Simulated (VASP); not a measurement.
Write the native input for VASP 6.6.1 that does the following.

| Quantity | Value |
| --- | --- |
| Task | single point |
| Functional | PBE |
| Potentials or basis | VASP PAW PBE potentials, release 64 (Ti_sv, Ge_d) |
| Cutoff | 500 eV |
| k mesh | 6 × 6 × 6 |
| Occupations | gaussian, width 0.05 eV |
| Spin | no spin polarisation |
| Dipole correction | no |
| Further INCAR settings | ALGO = Normal; EDIFF = 1e-06; NBANDS = 20 |

The structure of TiGe lies in POSCAR:

```
TiGe
1.0
    0.0000000000      2.8564981918      2.8564981918
    2.8564981918      0.0000000000      2.8564981918
    2.8564981918      2.8564981918      0.0000000000
Ti Ge
1 1
Direct
    0.0000000000      0.0000000000      0.0000000000
    0.2500000000      0.2500000000      0.2500000000
```

These files were run (other wordings do the same):

INCAR

```
SYSTEM = TiGe
PREC = Accurate
ENCUT = 500
EDIFF = 1E-6
ISMEAR = 0
SIGMA = 0.05
LREAL = .FALSE.
LASPH = .TRUE.
NELM = 120
ALGO = Normal
ISIF = 2
LWAVE = .FALSE.
LCHARG = .TRUE.
GGA = PE
LELF = .TRUE.
LVHAR = .TRUE.
NBANDS = 20
GGA_COMPAT = .FALSE.
```

KPOINTS

```
regular mesh
0
G
  6 6 6
  0 0 0
```

Potentials or basis: VASP PAW PBE potentials, release 64 (Ti_sv, Ge_d).

Command:

```console
$ cat potpaw_PBE.64/Ti_sv/POTCAR potpaw_PBE.64/Ge_d/POTCAR > POTCAR
$ mpirun -np 1 vasp_std > vasp.out
```

Results of the run:

The pressure is 4.8 GPa. The band gap on the k mesh is 0.15 eV, direct.

Run time: 16 s on 1 thread of Intel(R) Xeon(R) Platinum 8259CL CPU @ 2.50GHz (Skylake/Cascade Lake) (shared host), peak memory 0.17 GiB.
